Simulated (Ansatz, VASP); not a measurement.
**Two plane-wave programs on Mo**

```
CELL_PARAMETERS angstrom
2.73551 0.00000 0.00000
-1.36776 2.36902 0.00000
0.00000 0.00000 2.55518
ATOMIC_POSITIONS crystal
Mo 0.00000 0.00000 0.50000
```

Alike in both runs: task relaxation of cell and atoms; functional LDA; k mesh 14 × 14 × 13; occupations gaussian, width 0.1 eV; no spin polarisation.

```csv
,VASP,Ansatz
version,VASP 6.6.1,Ansatz 0.2.0
potentials or method,"VASP PAW LDA potentials, release 64 (Mo_sv)","plane waves, PAW"
plane-wave cutoff (eV),600,420
valence electrons in the cell,14,14
```

VASP gave:

```
relaxed volume (Å³/atom)                                     : 16.05
relaxed cell length with the largest relative difference (Å) : 2.498
```

**Question.** Estimate Ansatz's values.

**Answer.** Relaxed volume (Å³/atom): 15.98; relaxed cell length with the largest relative difference (Å): 2.492.

LDA's correlation is that of Perdew and Zunger in VASP and of Perdew and Wang (1992) in Ansatz.
